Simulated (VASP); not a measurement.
Fe: single point with PBE

The system is Fe.

```xyz
2
Lattice="0.0000 3.5570 3.5570 1.7785 0.0000 1.7785 1.7785 1.7785 0.0000" Properties=species:S:1:pos:R:3 pbc="T T T"
Fe    0.0000    0.0000    0.0000
Fe    0.0000    1.7785    1.7785
```

This isn't the form of Fe at room conditions, which is bcc.

```json
{
  "Program": "VASP 6.6.1",
  "Task": "single point",
  "Functional": "PBE",
  "Potentials or basis": "VASP PAW PBE potentials, release 64 (Fe)",
  "Cutoff": "520 eV",
  "k mesh": "6 × 12 × 12",
  "Occupations": "gaussian, width 0.1 eV",
  "Spin": "collinear spin, antiferromagnetic start",
  "Starting moments": "[4.0, -4.0] μB",
  "Dipole correction": "no",
  "Further INCAR settings": "ALGO = Normal; EDIFF = 1e-06; NBANDS = 19"
}
```

```
Pressure                                              : -10.1 GPa
Band gap on the k mesh                                : zero (filled and empty bands overlap)
Net moment                                            : 0.00 μB per cell
Site moments                                          : Fe +1.52, -1.52 μB
Valence electrons inside the program's atomic spheres : Fe 7.28
```

Stress tensor (GPa, compression positive):
```
-10.07  -3.28  -3.28
 -3.28 -10.07   3.28
 -3.28   3.28 -10.07
```

Levels at points of the mesh, in eV from the Fermi level:
Spin up:
```
           k point  band 5  band 6  band 7  band 8  band 9  band 10  band 11  band 12
(0.00, 0.00, 0.00)   -1.55   -1.52   -1.52   -0.11   -0.11    -0.02     1.18     1.18
(0.50, 0.00, 0.00)   -1.91   -1.58   -1.00   -1.00   -0.55    -0.55     0.83     0.83
(0.00, 0.50, 0.00)   -1.53    0.02    0.11    0.63    1.11     1.15     1.68     2.82
(0.50, 0.50, 0.00)   -2.13   -1.43   -1.13    0.13    0.33     1.67     3.06     3.76
```
Spin down:
```csv
k point,band 5,band 6,band 7,band 8,band 9,band 10,band 11,band 12
"(0.00, 0.00, 0.00)",-1.55,-1.52,-1.52,-0.11,-0.11,-0.02,1.18,1.18
"(0.50, 0.00, 0.00)",-1.91,-1.58,-1.00,-1.00,-0.55,-0.55,0.83,0.83
"(0.00, 0.50, 0.00)",-1.53,0.02,0.11,0.63,1.11,1.15,1.68,2.82
"(0.50, 0.50, 0.00)",-2.13,-1.43,-1.13,0.13,0.33,1.67,3.06,3.76
```

Wall time 3.1 min on 1 thread of Intel Xeon 8259CL, on a shared host, peak memory 0.2 GiB.

Caveat: the cell stands under tension.
